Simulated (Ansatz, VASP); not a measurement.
SnO2 in VASP and in Ansatz

```xyz
6
Lattice="4.7135 0.0000 0.0000 0.0000 4.7367 0.0000 0.0000 0.0000 3.1866" Properties=species:S:1:pos:R:3 pbc="T T T"
Sn    2.3568    2.3683    1.5933
Sn    0.0000    0.0000    0.0000
O     1.4333    1.4594    0.0000
O     3.7901    0.9090    1.5933
O     0.9234    3.8277    1.5933
O     3.2802    3.2773    0.0000
```

Alike in both runs: functional LDA; k mesh 4 × 4 × 6; occupations gaussian, width 0.1 eV; no spin polarisation.

Ansatz relaxed the structure, and its values are those at the end. VASP's run is a single point on that final structure, the one shown.

|  | VASP | Ansatz |
| --- | --- | --- |
| version | VASP 6.6.1 | Ansatz 0.2.0 |
| potentials or method | VASP PAW LDA potentials, release 64 (Sn_d, O), cutoff 520 eV | scalar-relativistic, plane waves, PAW |
| valence electrons in the cell | 52 | 52 |

|  | VASP | Ansatz | Ansatz less VASP |
| --- | --- | --- | --- |
| gap on the k mesh at the Fermi level (eV) | 1.20 | 1.18 | -0.029 |
| least direct gap on the mesh (eV) | 1.20 | 1.18 | -0.029 |
| pressure (GPa) | 1.1 | -0.3 | -1.39 |
| rms of the force components (eV/Å) | 0.016 | 0.004 | -0.0124 |

Ansatz warns that its potentials were made for another functional, while VASP's fit it. LDA's correlation is that of Perdew and Zunger in VASP and of Perdew and Wang (1992) in Ansatz.
